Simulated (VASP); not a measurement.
**Li2O: single point with PBE**

Li2O:

```
Li O
1.0
     0.00000    2.32386    2.32386
     2.32386    0.00000    2.32386
     2.32386    2.32386    0.00000
Li O
2 1
Direct
  0.75000 0.75000 0.75000
  0.25000 0.25000 0.25000
  0.00000 0.00000 0.00000
```

This cell differs from its parent crystal: volume changed by +5%.

| Item | Value |
| --- | --- |
| Program | VASP 6.6.1 |
| Task | single point |
| Functional | PBE |
| Potentials or basis | VASP PAW PBE potentials, release 64 (Li_sv, O) |
| Cutoff | 750 eV |
| k mesh | 6 × 6 × 6 |
| Occupations | gaussian, width 0.01 eV |
| Spin | no spin polarisation |

- Pressure: -1.4 GPa
- Band gap on the k mesh: 4.94 eV, indirect (least direct gap 5.13 eV)

Levels at points of the mesh, in eV from the valence-band top:
| k point | band 3 | band 4 | band 5 | band 6 | band 7 | band 8 | band 9 | band 10 |
| --- | --- | --- | --- | --- | --- | --- | --- | --- |
| (0.00, 0.00, 0.00) | -15.42 | 0.00 | 0.00 | 0.00 | 5.13 | 11.83 | 11.83 | 11.83 |
| (0.50, 0.00, 0.00) | -15.19 | -2.73 | -0.44 | -0.44 | 9.09 | 9.63 | 11.96 | 11.96 |
| (0.50, 0.50, 0.00) | -15.15 | -1.59 | -1.35 | -1.35 | 4.94 | 13.37 | 13.37 | 14.48 |

It took 14 s on 1 thread of Intel Xeon 8259CL, with other jobs on the host, peak memory 0.16 GiB.

 A k mesh can miss the band edges.
